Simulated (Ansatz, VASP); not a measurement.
SnO in VASP and in Ansatz

INCAR

```
PREC     = Accurate       # precision mode
ENCUT    = 600            # plane-wave cutoff, eV
EDIFF    = 1E-6           # SCF threshold, eV
ISMEAR   = 0              # smearing method
SIGMA    = 0.01           # smearing width, eV
LREAL    = False          # projectors in reciprocal space
LASPH    = True           # aspherical terms in the spheres
NELM     = 80             # most SCF steps
ALGO     = Normal         # electronic algorithm
ISIF     = 3              # what is computed and relaxed
LWAVE    = False          # write WAVECAR
LCHARG   = False          # write CHGCAR
IBRION   = 2              # ionic algorithm
NSW      = 80             # ionic steps
EDIFFG   = -0.03          # ionic threshold
```

KPOINTS

```
Automatic mesh
0
Gamma
  6 4 6
```

POSCAR

```
SnO
1.0
    3.3550050000      0.0000000000      0.0000000000
    0.0000000000      5.6741040000      0.0000000000
    0.0000000000      0.0000000000      4.2219700000
Sn O
2 2
Direct
    0.0000000000      0.2319090000      0.5131440000
    0.5000000000      0.7680910000      0.0131440000
    0.0000000000      0.8912500000      0.7368570000
    0.5000000000      0.1087500000      0.2368570000
```

Input for Ansatz:

```yaml
crystal:
  lattice:
    - [3.355005, 0.0, 0.0]
    - [0.0, 5.674104, 0.0]
    - [0.0, 0.0, 4.22197]
  atoms:
    - { symbol: Sn, position: [0.0, 0.231909, 0.513144] }
    - { symbol: Sn, position: [0.5, 0.768091, 0.013144] }
    - { symbol: O, position: [0.0, 0.89125, 0.736857] }
    - { symbol: O, position: [0.5, 0.10875, 0.236857] }
kpoints:
  mp_grid:
    grid: [6, 4, 6]
hamiltonian:
  xc: lda
  dispersion: none
scf:
  occupations:
    method: fixed
relax:
  f_tol: 0.03
  cell: {}
```

Alike in both runs: task relaxation of cell and atoms; functional LDA; k mesh 6 × 4 × 6; no spin polarisation.

|  | VASP | Ansatz |
| --- | --- | --- |
| version | VASP 6.6.1 | Ansatz 0.2.0 |
| potentials or method | VASP PAW LDA potentials, release 64 (Sn_d, O) | plane waves, PAW |
| plane-wave cutoff (eV) | 600 | 420 |
| occupations | gaussian, width 0.01 eV | fixed |
| valence electrons in the cell | 40 | 40 |

|  | VASP | Ansatz | Ansatz less VASP |
| --- | --- | --- | --- |
| relaxed volume (Å³/atom) | 17.16 | 17.35 | +0.187 |
| relaxed length of the cell vector where the two differ most in proportion (Å) | 3.684 | 3.719 | +0.0349 |

LDA's correlation is that of Perdew and Zunger in VASP and of Perdew and Wang (1992) in Ansatz.
